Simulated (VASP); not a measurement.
Set up this calculation in VASP 6.6.1, as the native input.

- Task: single point
- Functional: LDA
- Potentials or basis: VASP PAW LDA potentials, release 64 (Te, Mo_sv)
- Cutoff: 520 eV
- k mesh: 12 × 12 × 2
- Occupations: gaussian, width 0.05 eV
- Spin: no spin polarisation
- Dipole correction: no
- Further INCAR settings: ALGO = Normal; EDIFF = 1e-06; NBANDS = 20

The structure of Te2Mo lies in POSCAR:

```
Te2Mo
1.0
    3.8450514391      0.0000000000      0.0000000000
   -1.9225257196      3.3299122251      0.0000000000
    0.0000000000      0.0000000000     18.9259824456
Te Mo
2 1
Direct
    0.3333333333      0.6666666667      0.8978554500
    0.3333333333      0.6666666667      0.1021445500
    0.0000000000      0.0000000000      0.0000000000
```

This cell differs from its parent crystal: strain +0.080 along x and y, +0.080 along z.

One way to write it, as run:

INCAR

```
PREC = Accurate ; ENCUT = 520
EDIFF = 1E-6 ; ISMEAR = 0
SIGMA = 0.05 ; LREAL = False
LASPH = True ; NELM = 80
ALGO = Normal ; ISIF = 2
LWAVE = False ; LCHARG = False
GGA = CA ; NBANDS = 20
```

KPOINTS

```
Automatic mesh
0
Gamma
  12 12 2
```

Potentials or basis: VASP PAW LDA potentials, release 64 (Te, Mo_sv).

The run is started by

```sh
$ cat potpaw_LDA.64/Te/POTCAR potpaw_LDA.64/Mo_sv/POTCAR > POTCAR
$ mpirun -np 1 vasp_std > vasp.out
```

It gave:

```yaml
Largest_force: 2.553 eV/Å
Band_gap_on_the_k_mesh: 0.74 eV, direct
```

Caveat: the cell differs from its parent crystal (strain +0.080 along x and y, +0.080 along z); spin-orbit coupling is left out, which moves the levels of the heavy elements.

Run time: 4.5 min on 1 thread of AMD EPYC 7R13 Processor (Zen 3), on a shared host, peak memory 0.37 GiB.
